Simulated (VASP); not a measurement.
# Ti4H (P6/mmm) in VASP: a series of runs

Runs on Ti4H. Level: PBE. Tasks: relaxation of cell and atoms, single point.

Everything below comes from runs of VASP 6.6.1. Logs are shortened: lines on timing, memory, paths and dates and some standing lists are left out, and cuts for length are marked.

## Step 1: The cell of the first run

Symmetry: P6/mmm, No. 191, hexagonal system. Conventional cell: a = 5.357 Å, b = 5.357 Å, c = 3.105 Å, α = 90.00°, β = 90.00°, γ = 120.00°. Ti (site symmetry mmm) has 10 Ti at 2.68 to 3.11 Å and 2 H at 2.68 Å within 3.5 Å. Ti (site symmetry 6/mmm) has 2 H at 1.55 Å within 2.1 Å. Within 2.1 Å of H (site symmetry 6/mmm) lie 2 Ti at 1.55 Å.

The cell was built from a structure type or drawn by symmetry, and may not be a known phase.

## Step 2: Relaxation of cell and atoms, PBE

INCAR

```
  PREC = Accurate
  ENCUT = 600
  EDIFF = 1E-6
  ISMEAR = 0
  SIGMA = 0.1
  LREAL = F
  LASPH = T
  NELM = 60
  ALGO = Normal
  ISIF = 3
  LWAVE = F
  LCHARG = F
  GGA = PE
  IBRION = 2
  NSW = 90
  EDIFFG = -0.04
```

KPOINTS

```
regular mesh
0
Gamma
  6 6 6
```

POSCAR

```
Ti4H
1.0
    5.3567867278      0.0000000000      0.0000000000
   -2.6783933639      4.6391133889      0.0000000000
    0.0000000000      0.0000000000      3.1050800555
Ti H
4 1
Direct
    0.5000000000      0.0000000000      0.0000000000
    0.0000000000      0.5000000000      0.0000000000
    0.5000000000      0.5000000000      0.0000000000
    0.0000000000      0.0000000000      0.5000000000
    0.0000000000      0.0000000000      0.0000000000
```

Potentials or basis: VASP PAW PBE potentials, release 64 (Ti_sv, H).

On the command line:

```
$ cat potpaw_PBE.64/Ti_sv/POTCAR potpaw_PBE.64/H/POTCAR > POTCAR
$ mpirun -np 1 vasp_std > vasp.out
```

OUTCAR:

```text
PREC = Accurate
   ENCUT = 600
   EDIFF = 1E-6
   ISMEAR = 0
   LREAL = F
   LASPH = T
   NELM = 60
   ISIF = 3
   GGA = PE
   IBRION = 2
   NSW = 90
   EDIFFG = -0.04

 ion  position               nearest neighbor table
   1  0.500  0.000  0.000-   2 2.68   3 2.68   3 2.68   2 2.68
   2  0.000  0.500  0.000-   1 2.68   1 2.68   3 2.68   3 2.68
   3  0.500  0.500  0.000-   1 2.68   1 2.68   2 2.68   2 2.68
   4  0.000  0.000  0.500-   5 1.55   5 1.55
   5  0.000  0.000  0.000-   4 1.55   4 1.55

  LATTYP: Found a hexagonal cell.
 ALAT       =     5.3567867278
 C/A-ratio  =     0.5796534776

  Lattice vectors:

 A1 = (   5.3567867278,   0.0000000000,   0.0000000000)
 A2 = (  -2.6783933639,   4.6391133889,   0.0000000000)
 A3 = (   0.0000000000,   0.0000000000,   3.1050800555)

Analysis of symmetry for initial positions (statically):
=====================================================================
 Subroutine PRICEL returns:
 Original cell was already a primitive cell.

 Routine SETGRP: Setting up the symmetry group for a
 hexagonal supercell.

 Subroutine GETGRP returns: Found 24 space group operations
 (whereof 24 operations were pure point group operations)
 out of a pool of 24 trial point group operations.

The static configuration has the point symmetry D_6h.

Analysis of symmetry for dynamics (positions and initial velocities):
=====================================================================
 Subroutine PRICEL returns:
 Original cell was already a primitive cell.

 Routine SETGRP: Setting up the symmetry group for a
 hexagonal supercell.

 Subroutine GETGRP returns: Found 24 space group operations
 (whereof 24 operations were pure point group operations)
 out of a pool of 24 trial point group operations.

The dynamic configuration has the point symmetry D_6h.

 Subroutine INISYM returns: Found 24 space group operations
 (whereof 24 operations are pure point group operations),
 and found     1 'primitive' translations

----------------------------------------------------------------------------------------

                                     Primitive cell

  volume of cell :      77.1635

  direct lattice vectors                    reciprocal lattice vectors
     5.356786728  0.000000000  0.000000000     0.186679077  0.107779215  0.000000000
    -2.678393364  4.639113389  0.000000000     0.000000000  0.215558430  0.000000000
     0.000000000  0.000000000  3.105080056     0.000000000  0.000000000  0.322052888

  length of vectors
     5.356786728  5.356786728  3.105080056     0.215558430  0.215558430  0.322052888

  position of ions in fractional coordinates (direct lattice)
     0.500000000  0.000000000  0.000000000
     0.000000000  0.500000000  0.000000000
     0.500000000  0.500000000  0.000000000
     0.000000000  0.000000000  0.500000000
     0.000000000  0.000000000  0.000000000

  ion indices of the primitive-cell ions
   primitive index   ion index
                 1           1
                 2           2
                 3           3
                 4           4
                 5           5

----------------------------------------------------------------------------------------

 KPOINTS: regular mesh

Automatic generation of k-mesh.
 Grid dimensions read from file:
 generate k-points for:    6    6    6

 Generating k-lattice:

  Cartesian coordinates                     Fractional coordinates (reciprocal lattice)
     0.031113179  0.017963203  0.000000000     0.166666667 -0.000000000  0.000000000
     0.000000000  0.035926405  0.000000000     0.000000000  0.166666667  0.000000000
     0.000000000  0.000000000  0.053675481     0.000000000  0.000000000  0.166666667

  Length of vectors
     0.035926405  0.035926405  0.053675481

  Shift w.r.t. Gamma in fractional coordinates (k-lattice)
     0.000000000  0.000000000  0.000000000

 Subroutine IBZKPT returns following result:
 ===========================================

 Found     28 irreducible k-points:

 Following reciprocal coordinates:
            Coordinates               Weight
  0.000000  0.000000  0.000000      1.000000
  0.166667  0.000000  0.000000      6.000000
  0.333333 -0.000000  0.000000      6.000000
  0.500000  0.000000  0.000000      3.000000
  0.166667  0.166667  0.000000      6.000000
  0.333333  0.166667  0.000000     12.000000
[... 16 lines left out ...]
  0.166667  0.000000  0.500000      6.000000
  0.333333 -0.000000  0.500000      6.000000
 [... further k-points ...]
   k-points           NKPTS =     28   k-points in BZ     NKDIM =     28   number of bands    NBANDS=     29
   number of dos      NEDOS =    301   number of ions     NIONS =      5
   total plane-waves  NPLWV =  64512
   dimension x,y,z NGX =    48 NGY =   48 NGZ =   28
   dimension x,y,z NGXF=    96 NGYF=   96 NGZF=   56
   ions per type =               4   1
   NGX,Y,Z   is equivalent  to a cutoff of  14.90, 14.90, 14.99 a.u.
   NGXF,Y,Z  is equivalent  to a cutoff of  29.79, 29.79, 29.98 a.u.
 SYSTEM =  unknown system
   PREC   = accura    normal or accurate (medium, high low for compatibility)
   ISTART =      0    job   : 0-new  1-cont  2-samecut
   ICHARG =      2    charge: 1-file 2-atom 10-const
   ISPIN  =      1    spin polarized calculation?
   LNONCOLLINEAR =      F non collinear calculations
   LSORBIT =      F    spin-orbit coupling
   LASPH  =      T    aspherical Exc in radial PAW
   ENCUT  =  600.0 eV  44.10 Ry    6.64 a.u.  10.70 10.70  6.20*2*pi/ulx,y,z
   NELM   =     60;   NELMIN=  2; NELMDL= -5     # of ELM steps
   EDIFF  = 0.1E-05   stopping-criterion for ELM
   LREAL  =      F    real-space projection
   EDIFFG = -.4E-01   stopping-criterion for IOM
   NSW    =     90    number of steps for IOM
   IBRION =      2    ionic relax: 0-MD 1-quasi-New 2-CG
   NFREE  =      1    steps in history (QN), initial steepest desc. (CG)
   ISIF   =      3    stress and relaxation
   ISYM   =      2    0-nonsym 1-usesym 2-fastsym
   POTIM  = 0.5000    time-step for ionic-motion
   TEBEG  =    0.0;   TEEND  =   0.0 temperature during run
   PSTRESS=    0.0 pullay stress
   NELECT =      49.0000    total number of electrons
   NUPDOWN=      -1.0000    fix difference up-down
   EMIN   =  10.00;   EMAX   =-10.00  energy-range for DOS
   EFERMI =   0.00;   METHOD = LEGACY
   ISMEAR =     0;   SIGMA  =   0.10  broadening in eV -4-tet -1-fermi 0-gaus
   EFERMI_NEDOS =   21; number of points for ismear=-14 and -15
   IALGO  =     38    algorithm
   IMIX   =      4    mixing-type and parameters
     AMIX     =   0.40;   BMIX     =  1.00
     AMIX_MAG =   1.60;   BMIX_MAG =  1.00
  volume/ion in A,a.u.               =      15.43       104.15
  Fermi-wavevector in a.u.,A,eV,Ry     =   1.407136  2.659102 26.939976  1.980032
  Thomas-Fermi vector in A             =   2.529426
   LORBIT       =      0    0 simple, 1 ext, 2 COOP (PROOUT), +10 PAW based schemes
   GGA     = PE    functional components
   LHFCALC =     F    Hartree Fock is set to
   AEXX    =    0.0000 exact exchange contribution
   IVDW    =     0    specifies the selected vdW correction
   LEPSILON=     F    determine dielectric tensor
   LRPA    =     F    only Hartree local field effects (RPA)
 conjugate gradient relaxation of ions
 non-spin polarized calculation
 Gauss-broadening in eV      SIGMA  =   0.10
  energy-cutoff  :      600.00
  volume of cell :       77.16
 maximum number of plane-waves:      2604
 NGX is ok and might be reduce to    48
   NGX = 21   NGY = 21   NGZ = 13

--------------------------------------- Ionic step        1  -------------------------------------------

 number of electron      48.9999995 magnetization

 Free energy of the ion-electron system (eV)
  ---------------------------------------------------
  ext. energy  EPLUGINS =         0.00000000
  ---------------------------------------------------
  free energy    TOTEN  =       -32.80103825 eV

  energy without entropy =      -32.75039202  energy(sigma->0) =      -32.77571514

------------------------ aborting loop because EDIFF is reached ----------------------------------------

  FORCE on cell =-STRESS in cart. coord.  units (eV):
  Direction    XX          YY          ZZ          XY          YZ          ZX
  --------------------------------------------------------------------------------------
  -------------------------------------------------------------------------------------
  Total       -0.1850856     -0.1850856      0.3317240      0.0000000      0.0000000      0.0000000
  in kB       -3.8430052     -3.8430052      6.8877183      0.0000000      0.0000000      0.0000000
  external PRESSURE =      -0.2660974 kB  Pullay stress =       0.0000000 kB

 VOLUME and BASIS-vectors are now :
 -----------------------------------------------------------------------------
  energy-cutoff  :      600.00
  volume of cell :       77.16
      direct lattice vectors                 reciprocal lattice vectors
     5.356786728  0.000000000  0.000000000     0.186679077  0.107779215  0.000000000
    -2.678393364  4.639113389  0.000000000     0.000000000  0.215558430  0.000000000
     0.000000000  0.000000000  3.105080056     0.000000000  0.000000000  0.322052888

 POSITION                                       TOTAL-FORCE (eV/Angst)
 -----------------------------------------------------------------------------------
      2.67839      0.00000      0.00000         0.000000      0.000000      0.000000
     -1.33920      2.31956      0.00000         0.000000      0.000000      0.000000
      1.33920      2.31956      0.00000        -0.000000      0.000000      0.000000
      0.00000      0.00000      1.55254         0.000000      0.000000      0.000000
      0.00000      0.00000      0.00000         0.000000      0.000000      0.000000
 -----------------------------------------------------------------------------------
    total drift:                               -0.000000      0.000000      0.000000

  FREE ENERGIE OF THE ION-ELECTRON SYSTEM (eV)
  ---------------------------------------------------
  free  energy   TOTEN  =       -32.8010382528 eV

  energy  without entropy=      -32.7503920244  energy(sigma->0) =      -32.77571514

--------------------------------------- Ionic step        2  -------------------------------------------

 number of electron      48.9999993 magnetization

 Free energy of the ion-electron system (eV)
  ---------------------------------------------------
  ext. energy  EPLUGINS =         0.00000000
  ---------------------------------------------------
  free energy    TOTEN  =       -32.80208843 eV

  energy without entropy =      -32.75167249  energy(sigma->0) =      -32.77688046

 E-fermi :   7.2384     XC(G=0): -11.0948

 val. band max:        7.2341903920   @ k =   0.1667   0.1667   0.5000
 cond. band min:       7.2393339355   @ k =   0.1667   0.1667   0.3333
 fundamental gap:      0.0051435435
 Fermi energy:         7.2384078701

 k-point     1 :       0.0000    0.0000    0.0000
  band No.  band energies     occupation
      1     -49.5310      2.00000
      2     -49.3711      2.00000
      3     -49.3711      2.00000
      4     -49.2674      2.00000
      5     -26.2415      2.00000
      6     -25.9602      2.00000
[... 21 lines left out ...]
     28       8.2861      0.00000
     29       8.2861      0.00000

 k-point     2 :       0.1667    0.0000    0.0000
  band No.  band energies     occupation
      1     -49.5214      2.00000
      2     -49.3805      2.00000
      3     -49.3711      2.00000
      4     -49.2680      2.00000
      5     -26.1940      2.00000
      6     -25.9390      2.00000
[... 696 lines left out ...]
 k-point    24 :       0.3333   -0.0000    0.5000
  band No.  band energies     occupation
      1     -49.4764      2.00000
      2     -49.3876      2.00000
      3     -49.3547      2.00000
      4     -49.2429      2.00000
      5     -26.0679      2.00000
      6     -25.9159      2.00000
[... 21 lines left out ...]
     28       8.6891      0.00000
     29       8.9182      0.00000

 [... further k-points ...]

------------------------ aborting loop because EDIFF is reached ----------------------------------------

  FORCE on cell =-STRESS in cart. coord.  units (eV):
  Direction    XX          YY          ZZ          XY          YZ          ZX
  --------------------------------------------------------------------------------------
  -------------------------------------------------------------------------------------
  Total       -0.0833253     -0.0833253      0.0379090      0.0000000     -0.0000000      0.0000000
  in kB       -1.7307732     -1.7307732      0.7874182      0.0000000     -0.0000000      0.0000000
  external PRESSURE =      -0.8913760 kB  Pullay stress =       0.0000000 kB

 VOLUME and BASIS-vectors are now :
 -----------------------------------------------------------------------------
  energy-cutoff  :      600.00
  volume of cell :       77.13
      direct lattice vectors                 reciprocal lattice vectors
     5.347220558  0.000000000  0.000000000     0.187013045  0.107972032 -0.000000000
    -2.673610279  4.630828843 -0.000000000     0.000000000  0.215944064 -0.000000000
     0.000000000  0.000000000  3.115018329     0.000000000  0.000000000  0.321025398

 POSITION                                       TOTAL-FORCE (eV/Angst)
 -----------------------------------------------------------------------------------
      2.67361      0.00000      0.00000        -0.000000      0.000000      0.000000
     -1.33681      2.31541     -0.00000        -0.000000     -0.000000      0.000000
      1.33681      2.31541     -0.00000         0.000000      0.000000      0.000000
      0.00000      0.00000      1.55751        -0.000000     -0.000000      0.000000
      0.00000      0.00000      0.00000        -0.000000     -0.000000      0.000000
 -----------------------------------------------------------------------------------
    total drift:                               -0.000000      0.000000      0.000000

  FREE ENERGIE OF THE ION-ELECTRON SYSTEM (eV)
  ---------------------------------------------------
  free  energy   TOTEN  =       -32.8020884282 eV

  energy  without entropy=      -32.7516724935  energy(sigma->0) =      -32.77688046

 reached required accuracy - stopping structural energy minimisation
```

Wall time 73 s (1 thread of Intel Xeon 6975P-C (Granite Rapids), shared host); peak memory 0.27 GiB.

Results:

```
Free energy                           : -32.8021 eV
Relaxed volume                        : 15.43 Å³/atom
Relaxed cell                          : a = 5.347 Å, b = 5.347 Å, c = 3.115 Å, α = 90.00°, β = 90.00°, γ = 120.00°
Space group after relaxing (to 0.1 Å) : P6/mmm (No. 191)
Energy gained by relaxing             : 0.2 meV/atom
Ionic steps                           : 2
Pressure after relaxing               : -0.1 GPa
Band gap on the k mesh                : zero (an odd number of electrons rules out a gap without spin polarisation)
```

Step by step:
```tsv
step	energy change (eV)	largest force (eV/Å)	pressure (GPa)	volume (Å³)
1	0.0000	0.0000	-0.03	77.16
2	-0.0011	0.0000	-0.09	77.13
```

Final structure:
```
Ti H
1.0
     5.34722    0.00000    0.00000
    -2.67361    4.63083    0.00000
     0.00000    0.00000    3.11502
Ti H
4 1
Direct
  0.50000 0.00000 0.00000
  0.00000 0.50000 0.00000
  0.50000 0.50000 0.00000
  0.00000 0.00000 0.50000
  0.00000 0.00000 0.00000
```

## Step 3: Single point, PBE

INCAR

```
PREC = Accurate ; ENCUT = 520
EDIFF = 1E-6 ; ISMEAR = 0
SIGMA = 0.1 ; LREAL = False
LASPH = True ; NELM = 100
ALGO = Normal ; ISIF = 2
LWAVE = False ; LCHARG = False
GGA = PE ; NBANDS = 32
```

KPOINTS

```
Automatic mesh
0
Gamma
  12 12 12
```

POSCAR, as its differences from that of step 2:

```diff
@@ -2,5 +2,5 @@
 1.0
-    5.3567867278      0.0000000000      0.0000000000
-   -2.6783933639      4.6391133889      0.0000000000
-    0.0000000000      0.0000000000      3.1050800555
+    5.3496610806      0.0000000000      0.0000000000
+   -2.6748305403      4.6329423974      0.0000000000
+    0.0000000000      0.0000000000      3.1135977847
 Ti H
```

Potentials or basis: VASP PAW PBE potentials, release 64 (Ti_sv, H).

On the command line:

```
$ cat potpaw_PBE.64/Ti_sv/POTCAR potpaw_PBE.64/H/POTCAR > POTCAR
$ mpirun -np 1 vasp_std > vasp.out
```

Run time: 2.2 min. Hardware: 1 thread of Intel Xeon 6975P-C (Granite Rapids), shared host; peak memory 0.36 GiB.

Results (log left out):

```
Free energy            : -32.7994 eV
Pressure               : -0.1 GPa
Band gap on the k mesh : zero (an odd number of electrons rules out a gap without spin polarisation)
```

Levels at points of the mesh, in eV from the Fermi level:
```csv
k point,band 23,band 24,band 25,band 26,band 27,band 28
"(0.00, 0.00, 0.00)",0.04,0.04,0.49,0.53,0.53,1.03
"(0.50, 0.00, 0.00)",-0.36,-0.32,0.35,0.38,0.45,0.82
"(0.00, 0.00, 0.50)",-0.63,-0.63,-0.48,-0.48,0.92,0.92
"(0.50, 0.00, 0.50)",-0.87,-0.34,-0.33,0.43,0.73,1.05
```
